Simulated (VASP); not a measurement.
The system is MgO.

```xyz
2
Lattice="2.6118 0.0000 0.0000 0.0000 2.6233 0.0000 0.0000 0.0000 2.6233" Properties=species:S:1:pos:R:3 pbc="T T T"
Mg    0.0000    0.0000    0.0000
O     1.3059    1.3117    1.3117
```

This cell differs from its parent crystal: uniaxial x strain -0.4%.

Base run:

```yaml
Program: VASP 6.6.1
Functional: r2SCAN
Potentials_or_basis: VASP PAW PBE potentials, release 64 (Mg, O)
Cutoff: 520 eV
k_mesh: 10 × 10 × 10
Occupations: gaussian, width 0.01 eV
Spin: no spin polarisation
```

Its results: band gap on the k mesh 3.46 eV, indirect (least direct gap 4.51 eV); pressure -0.5 GPa.

Q: The run is repeated on the same cell with these changes: functional from r2SCAN to PBE; occupations from gaussian, width 0.01 eV to fermi-dirac, width 0.02 eV. What comes out?

A: Band gap on the k mesh 2.63 eV, indirect (least direct gap 3.64 eV); pressure 6.2 GPa.

Caveats: the PAW data sets were made with another functional, which shifts forces and pressure a little (some runs).

A k mesh can miss the band edges.
